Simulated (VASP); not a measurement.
# CoBr (P6/mmm) in VASP: notebook

Runs on CoBr. Level: PBE+U. Tasks: single point.

All numbers are computed with VASP 6.6.1; they aren't measurements. Logs are shortened: lines on timing, memory, paths and dates and some standing lists are left out, and cuts for length are marked.

## (1) The cell of the first run

It takes space group P6/mmm (No. 191, hexagonal). The conventional cell has a = 3.498 Å, b = 3.498 Å, c = 4.502 Å, α = 90.00°, β = 90.00°, γ = 120.00°. Within 3.0 Å of Co (site symmetry 6/mmm) lie 2 Br at 2.25 Å. Br (site symmetry 6/mmm) has 2 Co at 2.25 Å within 3.0 Å.

## (2) Single point, PBE+U, collinear spin, ferromagnetic start

INCAR reads:

```
SYSTEM = CoBr
PREC = Accurate
ENCUT = 520
EDIFF = 1E-6
ISMEAR = -1
SIGMA = 0.05
LREAL = .FALSE.
LASPH = .TRUE.
NELM = 150
ALGO = Normal
ISIF = 2
LWAVE = .FALSE.
LCHARG = .FALSE.
ISPIN = 2
MAGMOM = 2.5 0
LORBIT = 11
LMAXMIX = 4
LDAU = .TRUE.
LDAUTYPE = 2
LDAUL = 2 -1
LDAUU = 2 0
LDAUJ = 0 0
LDAUPRINT = 1
GGA = PE
NBANDS = 19
```

KPOINTS reads:

```
Automatic mesh
0
G
  11 11 8
  0 0 0
```

POSCAR reads:

```
CoBr
1.0
    3.4979560000      0.0000000000      0.0000000000
   -1.7489780000      3.0293190000      0.0000000000
    0.0000000000      0.0000000000      4.5020260000
Co Br
1 1
Direct
    0.0000000000      0.0000000000      0.0000000000
    0.0000000000      0.0000000000      0.5000000000
```

Potentials or basis: VASP PAW PBE potentials, release 64 (Co, Br).

Run with:

```console
> cat potpaw_PBE.64/Co/POTCAR potpaw_PBE.64/Br/POTCAR > POTCAR
> mpirun -np 1 vasp_std > vasp.out
```

OUTCAR:

```text
SYSTEM = CoBr
   PREC = Accurate
   ENCUT = 520
   EDIFF = 1E-6
   ISMEAR = -1
   LREAL = .FALSE.
   LASPH = .TRUE.
   NELM = 150
   ISIF = 2
   ISPIN = 2
   LORBIT = 11
   GGA = PE

 ion  position               nearest neighbor table
   1  0.000  0.000  0.000-   2 2.25   2 2.25
   2  0.000  0.000  0.500-   1 2.25   1 2.25

  LATTYP: Found a hexagonal cell.
 ALAT       =     3.4979560000
 C/A-ratio  =     1.2870447770

  Lattice vectors:

 A1 = (   3.4979560000,   0.0000000000,   0.0000000000)
 A2 = (  -1.7489780000,   3.0293190000,   0.0000000000)
 A3 = (   0.0000000000,   0.0000000000,   4.5020260000)

Analysis of symmetry for initial positions (statically):
=====================================================================
 Subroutine PRICEL returns:
 Original cell was already a primitive cell.

 Routine SETGRP: Setting up the symmetry group for a
 hexagonal supercell.

 Subroutine GETGRP returns: Found 24 space group operations
 (whereof 24 operations were pure point group operations)
 out of a pool of 24 trial point group operations.

The static configuration has the point symmetry D_6h.

Analysis of symmetry for dynamics (positions and initial velocities):
=====================================================================
 Subroutine PRICEL returns:
 Original cell was already a primitive cell.

 Routine SETGRP: Setting up the symmetry group for a
 hexagonal supercell.

 Subroutine GETGRP returns: Found 24 space group operations
 (whereof 24 operations were pure point group operations)
 out of a pool of 24 trial point group operations.

The dynamic configuration has the point symmetry D_6h.

Analysis of structural, dynamic, and magnetic symmetry:
=====================================================================
[... 175 lines left out ...]
  o =  0.4916  v =  0.0000  0.0000  0.0000  0.0000  0.0000  0.0000 -0.0000  0.0000 -1.0000  0.0000      0.0000  0.0000  0.0000  0.0000  0.0000  0.0000  0.0000  0.0000  0.0000  0.0000
  o =  0.4916  v =  0.0000  0.0000  0.0000  0.0000  0.0000  0.0000 -1.0000 -0.0000  0.0000 -0.0000      0.0000  0.0000  0.0000  0.0000  0.0000  0.0000  0.0000  0.0000  0.0000  0.0000
  o =  0.6130  v =  0.0000  0.0000  0.0000  0.0000  0.0000  1.0000  0.0000  0.0000  0.0000  0.0000      0.0000  0.0000  0.0000  0.0000  0.0000  0.0000  0.0000  0.0000  0.0000  0.0000
  o =  0.6130  v =  0.0000  0.0000  0.0000  0.0000  0.0000  0.0000 -0.0000  0.0000  0.0000  1.0000      0.0000  0.0000  0.0000  0.0000  0.0000  0.0000  0.0000  0.0000  0.0000  0.0000
  o =  0.9181  v =  0.0000  0.0000  1.0000  0.0000 -0.0000  0.0000  0.0000  0.0000  0.0000  0.0000      0.0000  0.0000  0.0000  0.0000  0.0000  0.0000  0.0000  0.0000  0.0000  0.0000
  o =  0.9413  v =  1.0000  0.0000  0.0000  0.0000  0.0000  0.0000  0.0000  0.0000  0.0000  0.0000      0.0000  0.0000  0.0000  0.0000  0.0000  0.0000  0.0000  0.0000  0.0000  0.0000
  o =  0.9413  v =  0.0000 -0.0000 -0.0000 -0.0000 -1.0000  0.0000  0.0000  0.0000  0.0000  0.0000      0.0000  0.0000  0.0000  0.0000  0.0000  0.0000  0.0000  0.0000  0.0000  0.0000
  o =  0.9506  v =  0.0000  0.0000 -0.0000  1.0000 -0.0000  0.0000  0.0000  0.0000  0.0000  0.0000      0.0000  0.0000  0.0000  0.0000  0.0000  0.0000  0.0000  0.0000  0.0000  0.0000
  o =  0.9506  v =  0.0000 -1.0000  0.0000  0.0000  0.0000  0.0000  0.0000  0.0000  0.0000  0.0000      0.0000  0.0000  0.0000  0.0000  0.0000  0.0000  0.0000  0.0000  0.0000  0.0000

 number of electron      16.0000002 magnetization       2.0514881

 Free energy of the ion-electron system (eV)
  ---------------------------------------------------
  ext. energy  EPLUGINS =         0.00000000
  ---------------------------------------------------
  free energy    TOTEN  =        -5.73764625 eV

  energy without entropy =       -5.71165531  energy(sigma->0) =       -5.72465078

 E-fermi :   3.3480     XC(G=0):  -9.2631

 val. band max:        3.3457380293   @ k =   0.1818   0.0909   0.1250
 cond. band min:       3.3558790398   @ k =   0.3636   0.1818   0.1250
 fundamental gap:      0.0101410105
 Fermi energy:         3.3480369023

 spin component 1

 k-point     1 :       0.0000    0.0000    0.0000
  band No.  band energies     occupation
      1     -13.1810      1.00000
      2      -1.9049      1.00000
      3      -0.3546      1.00000
      4       0.1917      1.00000
      5       0.1917      1.00000
      6       0.7159      1.00000
[... 1049 lines left out ...]
     18      17.6510      0.00000
     19      18.9019      0.00000

 [... further k-points ...]

------------------------ aborting loop because EDIFF is reached ----------------------------------------

  FORCE on cell =-STRESS in cart. coord.  units (eV):
  Direction    XX          YY          ZZ          XY          YZ          ZX
  --------------------------------------------------------------------------------------
  -------------------------------------------------------------------------------------
  Total        0.0893466      0.0893467      0.0121575      0.0000000     -0.0000000      0.0000000
  in kB        3.0006923      3.0006928      0.4083090      0.0000000     -0.0000000      0.0000000
  external PRESSURE =       2.1365647 kB  Pullay stress =       0.0000000 kB

 VOLUME and BASIS-vectors are now :
 -----------------------------------------------------------------------------
  energy-cutoff  :      520.00
  volume of cell :       47.71
      direct lattice vectors                 reciprocal lattice vectors
     3.497956000  0.000000000  0.000000000     0.285881240  0.165053598  0.000000000
    -1.748978000  3.029319000  0.000000000     0.000000000  0.330107196  0.000000000
     0.000000000  0.000000000  4.502026000     0.000000000  0.000000000  0.222122218

 POSITION                                       TOTAL-FORCE (eV/Angst)
 -----------------------------------------------------------------------------------
      0.00000      0.00000      0.00000        -0.000000      0.000000      0.000000
      0.00000      0.00000      2.25101         0.000000      0.000000      0.000000
 -----------------------------------------------------------------------------------
    total drift:                                0.000000      0.000000     -0.000000

  FREE ENERGIE OF THE ION-ELECTRON SYSTEM (eV)
  ---------------------------------------------------
  free  energy   TOTEN  =        -5.7376462511 eV

  energy  without entropy=       -5.7116553108  energy(sigma->0) =       -5.72465078

 total charge

# of ion       s       p       d       tot
------------------------------------------
    1        0.322   0.248   7.353   7.923
    2        1.604   3.269   0.049   4.922
--------------------------------------------------
tot          1.926   3.517   7.402  12.845

 magnetization (x)

# of ion       s       p       d       tot
------------------------------------------
    1        0.009  -0.009   2.027   2.027
    2        0.008   0.125  -0.002   0.131
--------------------------------------------------
tot          0.017   0.116   2.025   2.158
```

stdout:

```text
POSCAR found type information on POSCAR CoBr
 POSCAR found :  2 types and       2 ions
 scaLAPACK will be used
 LDA part: xc-table for (Slater+PW92), standard interpolation
 POSCAR, INCAR and KPOINTS ok, starting setup
 FFT: planning ... GRIDC
 FFT: planning ... GRID_SOFT
 FFT: planning ... GRID
 WAVECAR not read
 entering main loop
```

It took 2.4 min on 1 thread of AMD EPYC 9R45 (Zen 5), shared host; peak memory 0.24 GiB.

Results:

| Quantity | Value |
| --- | --- |
| Free energy | -5.7376 eV |
| Pressure | 0.2 GPa |
| Net moment | 2.05 μB per cell |
| Site moments | Co +2.03; Br +0.13 μB |
| Valence electrons inside the program's atomic spheres | Co 7.92; Br 4.92 |

Eigenvalues of the final occupation matrices:
| site | spin | trace | eigenvalues |
| --- | --- | --- | --- |
| site 1 d | 1 | 4.70 | 0.92 0.94 0.94 0.95 0.95 |
| site 1 d | 2 | 2.67 | 0.47 0.49 0.49 0.61 0.61 |

The state reached can hang on the start; a lower one may exist.

## (3) Single point, PBE+U, collinear spin, ferromagnetic start

INCAR reads:

```
SYSTEM = CoBr
ALGO = Normal ; EDIFF = 1E-6
ENCUT = 520 ; GGA = PE
ISIF = 2 ; ISMEAR = -1
ISPIN = 2 ; LASPH = .True.
LCHARG = .False. ; LDAU = .True.
LDAUJ = 0 0 ; LDAUL = 2 -1
LDAUPRINT = 1 ; LDAUTYPE = 2
LDAUU = 4 0 ; LMAXMIX = 4
LORBIT = 11 ; LREAL = .False.
LWAVE = .False. ; MAGMOM = 2.5 0
NBANDS = 19 ; NELM = 150
PREC = Accurate ; SIGMA = 0.05
```

KPOINTS reads:

```
k-points
0
Gamma
  11 11 8
  0 0 0
```

POSCAR is that of step 2.

Potentials or basis: VASP PAW PBE potentials, release 64 (Co, Br).

Run with:

```console
> cat potpaw_PBE.64/Co/POTCAR potpaw_PBE.64/Br/POTCAR > POTCAR
> mpirun -np 1 vasp_std > vasp.out
```

It took 80 s on 1 thread of AMD EPYC 9R45 (Zen 5), shared host; peak memory 0.24 GiB.

The run converged. Its results:

```yaml
Free_energy: -4.3188 eV
Pressure: 1.6 GPa
Net_moment: 2.06 μB per cell
Site_moments: Co +2.08; Br +0.12 μB
Valence_electrons_inside_the_program's_atomic_spheres: Co 7.97; Br 4.93
```

Stress tensor (GPa, compression positive):
```
0.69 0.00 0.00
0.00 0.69 0.00
0.00 0.00 3.55
```

Levels at points of the mesh, in eV from the Fermi level:
Spin up:
```csv
k point,band 7,band 8,band 9,band 10,band 11,band 12
"(0.00, 0.00, 0.00)",-3.13,-1.65,-1.65,-0.83,6.90,10.37
"(0.00, 0.00, 0.50)",-3.13,-0.80,-0.80,4.41,5.66,8.17
```
Spin down:
| k point | band 5 | band 6 | band 7 | band 8 | band 9 | band 10 |
| --- | --- | --- | --- | --- | --- | --- |
| (0.00, 0.00, 0.00) | -1.46 | -0.49 | -0.49 | -0.29 | -0.29 | 1.53 |
| (0.00, 0.00, 0.50) | -0.99 | -0.27 | -0.27 | 0.86 | 0.86 | 5.54 |

Eigenvalues of the final occupation matrices:
| site | spin | trace | eigenvalues |
| --- | --- | --- | --- |
| site 1 d | 1 | 4.76 | 0.94 0.95 0.95 0.96 0.96 |
| site 1 d | 2 | 2.68 | 0.22 0.58 0.58 0.65 0.65 |

The state reached can hang on the start; a lower one may exist.

[end of part 1 of 2]
